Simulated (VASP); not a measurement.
# Au (P1) in VASP: a series of runs

The runs below take Au through single point, with LDA.

All numbers are computed with VASP 6.6.1; they aren't measurements. Logs are shortened: lines on timing, memory, paths and dates and some standing lists are left out, and cuts for length are marked.

## (1) The cell of the first run

The typed cell holds 4 atoms: a = 5.756 Å, b = 5.756 Å, c = 2.878 Å, α = 60.00°, β = 60.00°, γ = 60.00°.

## (2) Single point, LDA

INCAR reads:

```
  PREC = Accurate
  ENCUT = 520
  EDIFF = 1E-7
  ISMEAR = -1
  SIGMA = 0.08
  LREAL = F
  LASPH = T
  NELM = 100
  ALGO = Normal
  ISIF = 2
  LWAVE = F
  LCHARG = T
  LELF = T
  LVHAR = T
  NBANDS = 30
```

KPOINTS reads:

```
regular mesh
0
Gamma
  4 4 8
```

POSCAR reads:

```
Au
1.0
    0.0000000000      4.0700000000      4.0700000000
    4.0700000000      0.0000000000      4.0700000000
    2.0350000000      2.0350000000      0.0000000000
Au
4
Direct
    0.0010909091     -0.0169272727      0.0496181818
    0.0257803440      0.5033742015     -0.0555061425
    0.4938800983     -0.0055862408     -0.0052712531
    0.5014292383      0.5054439803      0.0234879607
```

Potentials or basis: VASP PAW LDA potentials, release 64 (Au).

On the command line:

```
> cat potpaw_LDA.64/Au/POTCAR > POTCAR
> mpirun -np 1 vasp_std > vasp.out
```

OUTCAR:

```text
PREC = Accurate
   ENCUT = 520
   EDIFF = 1E-7
   ISMEAR = -1
   LREAL = F
   LASPH = T
   NELM = 100
   ISIF = 2

 ion  position               nearest neighbor table
   1  0.001  0.983  0.050-   2 2.67   3 2.79   4 2.82   3 2.82   2 2.85   2 2.93   3 2.94   4 2.94
                             3 2.97   2 3.09
   2  0.026  0.503  0.944-   1 2.67   4 2.70   3 2.82   1 2.85   4 2.86   4 2.91   1 2.93   3 2.95
                             4 3.06   1 3.09
   3  0.494  0.994  0.995-   4 2.75   1 2.79   2 2.82   1 2.82   4 2.87   4 2.89   1 2.94   2 2.95
                             1 2.97   4 3.01
   4  0.501  0.505  0.023-   2 2.70   3 2.75   1 2.82   2 2.86   3 2.87   3 2.89   2 2.91   1 2.94
                             3 3.01   2 3.06

  LATTYP: Found a base centered orthorhombic cell.
 ALAT       =     5.7558491989
 B/A-ratio  =     1.4142135624
 C/A-ratio  =     0.5000000000

  Lattice vectors:

 A1 = (  -2.0350000000,   2.0350000000,  -4.0700000000)
 A2 = (  -2.0350000000,   2.0350000000,   4.0700000000)
 A3 = (   2.0350000000,   2.0350000000,   0.0000000000)

Analysis of symmetry for initial positions (statically):
=====================================================================
 Subroutine PRICEL returns:
 Original cell was already a primitive cell.

 Routine SETGRP: Setting up the symmetry group for a
 base centered orthorhombic supercell.

 Subroutine GETGRP returns: Found  1 space group operations
 (whereof  1 operations were pure point group operations)
 out of a pool of  8 trial point group operations.

The static configuration has the point symmetry C_1 .

Analysis of symmetry for dynamics (positions and initial velocities):
=====================================================================
 Subroutine PRICEL returns:
 Original cell was already a primitive cell.

 Routine SETGRP: Setting up the symmetry group for a
 base centered orthorhombic supercell.

 Subroutine GETGRP returns: Found  1 space group operations
 (whereof  1 operations were pure point group operations)
 out of a pool of  8 trial point group operations.

The dynamic configuration has the point symmetry C_1 .

 Subroutine INISYM returns: Found  1 space group operations
 (whereof  1 operations are pure point group operations),
 and found     1 'primitive' translations

----------------------------------------------------------------------------------------

                                     Primitive cell

  volume of cell :      67.4191

  direct lattice vectors                    reciprocal lattice vectors
     0.000000000  4.070000000  4.070000000    -0.122850123  0.122850123  0.122850123
     4.070000000  0.000000000  4.070000000     0.122850123 -0.122850123  0.122850123
     2.035000000  2.035000000  0.000000000     0.245700246  0.245700246 -0.245700246

  length of vectors
     5.755849199  5.755849199  2.877924599     0.212782654  0.212782654  0.425565309

  position of ions in fractional coordinates (direct lattice)
     0.001090909  0.983072727  0.049618182
     0.025780344  0.503374202  0.944493857
     0.493880098  0.994413759  0.994728747
     0.501429238  0.505443980  0.023487961

  ion indices of the primitive-cell ions
   primitive index   ion index
                 1           1
                 2           2
                 3           3
                 4           4

----------------------------------------------------------------------------------------

 KPOINTS: regular mesh

Automatic generation of k-mesh.
 Grid dimensions read from file:
 generate k-points for:    4    4    8

 Generating k-lattice:

  Cartesian coordinates                     Fractional coordinates (reciprocal lattice)
    -0.030712531  0.030712531  0.030712531     0.250000000  0.000000000  0.000000000
     0.030712531 -0.030712531  0.030712531     0.000000000  0.250000000  0.000000000
     0.030712531  0.030712531 -0.030712531     0.000000000  0.000000000  0.125000000

  Length of vectors
     0.053195664  0.053195664  0.053195664

  Shift w.r.t. Gamma in fractional coordinates (k-lattice)
     0.000000000  0.000000000  0.000000000

 Subroutine IBZKPT returns following result:
 ===========================================

 Found     68 irreducible k-points:

 Following reciprocal coordinates:
            Coordinates               Weight
  0.000000  0.000000  0.000000      1.000000
  0.250000  0.000000  0.000000      2.000000
  0.000000 -0.250000  0.000000      2.000000
  0.500000  0.000000  0.000000      1.000000
  0.000000  0.500000  0.000000      1.000000
  0.250000  0.250000  0.000000      2.000000
[... 16 lines left out ...]
  0.500000  0.500000  0.125000      2.000000
 -0.250000 -0.250000  0.125000      2.000000
 [... further k-points ...]
   k-points           NKPTS =     68   k-points in BZ     NKDIM =     68   number of bands    NBANDS=     30
   number of dos      NEDOS =    301   number of ions     NIONS =      4
   total plane-waves  NPLWV =  55296
   dimension x,y,z NGX =    48 NGY =   48 NGZ =   24
   dimension x,y,z NGXF=    96 NGYF=   96 NGZF=   48
   ions per type =               4
   NGX,Y,Z   is equivalent  to a cutoff of  13.86, 13.86, 13.86 a.u.
   NGXF,Y,Z  is equivalent  to a cutoff of  27.73, 27.73, 27.73 a.u.
 SYSTEM =  unknown system
   PREC   = accura    normal or accurate (medium, high low for compatibility)
   ISTART =      0    job   : 0-new  1-cont  2-samecut
   ICHARG =      2    charge: 1-file 2-atom 10-const
   ISPIN  =      1    spin polarized calculation?
   LNONCOLLINEAR =      F non collinear calculations
   LSORBIT =      F    spin-orbit coupling
   LASPH  =      T    aspherical Exc in radial PAW
   ENCUT  =  520.0 eV  38.22 Ry    6.18 a.u.  10.70 10.70  5.35*2*pi/ulx,y,z
   NELM   =    100;   NELMIN=  2; NELMDL= -5     # of ELM steps
   EDIFF  = 0.1E-06   stopping-criterion for ELM
   LREAL  =      F    real-space projection
   EDIFFG = 0.1E-05   stopping-criterion for IOM
   NSW    =      0    number of steps for IOM
   IBRION =     -1    ionic relax: 0-MD 1-quasi-New 2-CG
   NFREE  =      0    steps in history (QN), initial steepest desc. (CG)
   ISIF   =      2    stress and relaxation
   ISYM   =      2    0-nonsym 1-usesym 2-fastsym
   POTIM  = 0.5000    time-step for ionic-motion
   TEBEG  =    0.0;   TEEND  =   0.0 temperature during run
   PSTRESS=    0.0 pullay stress
   NELECT =      44.0000    total number of electrons
   NUPDOWN=      -1.0000    fix difference up-down
   EMIN   =  10.00;   EMAX   =-10.00  energy-range for DOS
   EFERMI =   0.00;   METHOD = LEGACY
   ISMEAR =    -1;   SIGMA  =   0.08  broadening in eV -4-tet -1-fermi 0-gaus
   EFERMI_NEDOS =   21; number of points for ismear=-14 and -15
   IALGO  =     38    algorithm
   IMIX   =      4    mixing-type and parameters
     AMIX     =   0.40;   BMIX     =  1.00
     AMIX_MAG =   1.60;   BMIX_MAG =  1.00
  volume/ion in A,a.u.               =      16.85       113.74
  Fermi-wavevector in a.u.,A,eV,Ry     =   1.420032  2.683470 27.436005  2.016489
  Thomas-Fermi vector in A             =   2.540990
   LORBIT       =      0    0 simple, 1 ext, 2 COOP (PROOUT), +10 PAW based schemes
   GGA     = CA    functional components
   LHFCALC =     F    Hartree Fock is set to
   AEXX    =    0.0000 exact exchange contribution
   IVDW    =     0    specifies the selected vdW correction
   LEPSILON=     F    determine dielectric tensor
   LRPA    =     F    only Hartree local field effects (RPA)
 non-spin polarized calculation
  energy-cutoff  :      520.00
  volume of cell :       67.42
 maximum number of plane-waves:      1848
 NGX is ok and might be reduce to    48
   NGX = 21   NGY = 21   NGZ = 11

 number of electron      44.0000002 magnetization

 Free energy of the ion-electron system (eV)
  ---------------------------------------------------
  ext. energy  EPLUGINS =         0.00000000
  ---------------------------------------------------
  free energy    TOTEN  =       -17.43338389 eV

  energy without entropy =      -17.38482433  energy(sigma->0) =      -17.40910411

 E-fermi :   9.4588     XC(G=0): -13.0346

 val. band max:        9.4309876343   @ k =   0.5000   0.5000   0.5000
 cond. band min:       9.5057069185   @ k =  -0.2500   0.5000   0.5000
 fundamental gap:      0.0747192841
 Fermi energy:         9.4587720867

 k-point     1 :       0.0000    0.0000    0.0000
  band No.  band energies     occupation
      1      -0.5767      2.00000
      2       1.9943      2.00000
      3       2.0043      2.00000
      4       2.2489      2.00000
      5       2.5757      2.00000
      6       4.5310      2.00000
[... 22 lines left out ...]
     29      19.6302      0.00000
     30      23.6222      0.00000

 k-point     2 :       0.2500    0.0000    0.0000
  band No.  band energies     occupation
      1      -0.0443      2.00000
      2       1.9490      2.00000
      3       2.3787      2.00000
      4       2.5240      2.00000
      5       2.8402      2.00000
      6       4.3578      2.00000
[... 22 lines left out ...]
     29      20.6035      0.00000
     30      23.6550      0.00000

 k-point     3 :       0.0000   -0.2500    0.0000
  band No.  band energies     occupation
      1      -0.0433      2.00000
      2       1.9478      2.00000
      3       2.3344      2.00000
      4       2.5588      2.00000
      5       2.8529      2.00000
      6       4.3410      2.00000
[... 22 lines left out ...]
     29      20.6042      0.00000
     30      23.7039      0.00000

 k-point     4 :       0.5000    0.0000    0.0000
  band No.  band energies     occupation
      1       1.0960      2.00000
      2       1.3734      2.00000
      3       2.8317      2.00000
      4       2.8876      2.00000
      5       3.5946      2.00000
      6       3.8915      2.00000
[... 22 lines left out ...]
     29      21.1586      0.00000
     30      21.5452      0.00000

 k-point     5 :       0.0000    0.5000    0.0000
  band No.  band energies     occupation
      1       1.0982      2.00000
      2       1.3743      2.00000
      3       2.8215      2.00000
      4       2.8892      2.00000
      5       3.4970      2.00000
      6       4.0024      2.00000
[... 22 lines left out ...]
     29      21.2534      0.00000
     30      22.0475      0.00000
[... 526 lines left out ...]
     29      20.8481      0.00000
     30      21.9967      0.00000

 k-point    22 :      -0.2500    0.5000   -0.1250
  band No.  band energies     occupation
      1       0.7774      2.00000
      2       2.2401      2.00000
      3       2.8217      2.00000
      4       3.0951      2.00000
      5       3.1879      2.00000
      6       3.9085      2.00000
[... 22 lines left out ...]
     29      20.8298      0.00000
     30      21.9362      0.00000

 k-point    23 :       0.5000    0.5000    0.1250
  band No.  band energies     occupation
      1       1.2156      2.00000
      2       2.5616      2.00000
      3       2.9998      2.00000
      4       3.0442      2.00000
      5       3.2942      2.00000
      6       3.8778      2.00000
[... 22 lines left out ...]
     29      21.4811      0.00000
     30      22.4837      0.00000

 k-point    24 :      -0.2500   -0.2500    0.1250
  band No.  band energies     occupation
      1       1.2212      2.00000
      2       2.5663      2.00000
      3       3.0057      2.00000
      4       3.0547      2.00000
      5       3.2942      2.00000
      6       3.9243      2.00000
[... 22 lines left out ...]
     29      21.4945      0.00000
     30      22.4445      0.00000

 [... further k-points ...]
[... 5 lines left out ...]
  --------------------------------------------------------------------------------------
  -------------------------------------------------------------------------------------
  Total        0.1080475      0.1195453      0.9271661     -0.4754490     -0.4479432     -0.1382258
  in kB        2.5676876      2.8409245     22.0335713    -11.2987731    -10.6451147     -3.2848577
  external PRESSURE =       9.1473945 kB  Pullay stress =       0.0000000 kB

 VOLUME and BASIS-vectors are now :
 -----------------------------------------------------------------------------
  energy-cutoff  :      520.00
  volume of cell :       67.42
      direct lattice vectors                 reciprocal lattice vectors
     0.000000000  4.070000000  4.070000000    -0.122850123  0.122850123  0.122850123
     4.070000000  0.000000000  4.070000000     0.122850123 -0.122850123  0.122850123
     2.035000000  2.035000000  0.000000000     0.245700246  0.245700246 -0.245700246

 POSITION                                       TOTAL-FORCE (eV/Angst)
 -----------------------------------------------------------------------------------
      4.10208      0.10541      4.00555         0.418430     -1.052359      0.618409
      3.97078      2.02697      2.15366         0.413955      0.312674     -1.426550
      6.07154      4.03437      6.05736         0.223289      0.276124      0.437664
      2.10495      2.08861      4.09797        -1.055674      0.463561      0.370478
 -----------------------------------------------------------------------------------
    total drift:                                0.000013      0.000022     -0.000012

  FREE ENERGIE OF THE ION-ELECTRON SYSTEM (eV)
  ---------------------------------------------------
  free  energy   TOTEN  =       -17.4333838927 eV

  energy  without entropy=      -17.3848243307  energy(sigma->0) =      -17.40910411
```

Wall time 62 s (1 thread of Intel Xeon 6975P-C (Granite Rapids), shared host); peak memory 0.24 GiB.

What came out:

- Free energy: -17.4334 eV
- Pressure: 0.9 GPa
- Largest force: 1.518 eV/Å
- Band gap on the k mesh: zero (band 22 reaches 12.07 eV, above the bottom of band 23 at 7.51 eV)

Forces on the atoms (eV/Å):
```
Au   0.418 -1.052  0.618
Au   0.414  0.313 -1.427
Au   0.223  0.276  0.438
Au  -1.056  0.464  0.370
```

Levels at points of the mesh, in eV from the Fermi level:
```tsv
k point	band 19	band 20	band 21	band 22	band 23	band 24	band 25	band 26
(0.00, 0.00, 0.00)	-1.95	-1.72	-1.66	-1.01	-0.93	1.06	3.12	3.14
(0.50, 0.00, 0.00)	-2.86	-2.74	-1.94	-1.88	1.01	1.08	5.18	5.71
(0.00, 0.50, 0.00)	-2.85	-2.62	-1.94	-1.90	0.86	1.28	5.35	5.54
(0.50, 0.50, 0.00)	-3.20	-2.92	-2.58	-2.39	-0.28	-0.24	8.49	8.59
(0.00, 0.00, 0.50)	-1.65	-1.64	-0.94	-0.84	1.01	1.04	3.04	3.12
(0.50, 0.00, 0.50)	-1.84	-1.82	0.88	0.96	1.09	1.25	5.02	5.36
(0.00, 0.50, 0.50)	-1.81	-1.80	0.84	0.97	1.08	1.29	4.98	5.09
(0.50, 0.50, 0.50)	-1.64	-1.63	-0.51	-0.03	4.71	4.72	6.01	6.07
```

Caveat: spin-orbit coupling is left out, which moves the levels of the heavy elements; forces of over 1 eV/Å act on the atoms, so gaps and moduli don't describe the material at rest.

(Continued in part 2 of 2.)
